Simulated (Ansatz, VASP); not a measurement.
# BN in VASP and in Ansatz

```
B N
1.0
     0.00000    1.79027    1.79027
     1.79027    0.00000    1.79027
     1.79027    1.79027    0.00000
B N
1 1
Direct
  0.00000 0.00000 0.00000
  0.75000 0.75000 0.75000
```

Alike in both runs: functional LDA; k mesh 12 × 12 × 12; occupations gaussian, width 0.02 eV; no spin polarisation.

Ansatz relaxed the structure, and its values are those at the end. VASP's run is a single point on that final structure, the one shown.

```csv
,VASP,Ansatz
version,VASP 6.6.1,Ansatz 0.2.0
potentials or method,"VASP PAW LDA potentials, release 64 (B, N), cutoff 600 eV","scalar-relativistic, plane waves, PAW"
valence electrons in the cell,8,8
```

VASP gave:

```
gap on the k mesh at the Fermi level (eV) : 4.38
least direct gap on the mesh (eV)         : 8.82
pressure (GPa)                            : 0.8
```

Task: Which values does Ansatz return?

Result: gap on the k mesh at the Fermi level (eV): 4.39; least direct gap on the mesh (eV): 8.83; pressure (GPa): 0.0.

LDA's correlation is that of Perdew and Zunger in VASP and of Perdew and Wang (1992) in Ansatz.
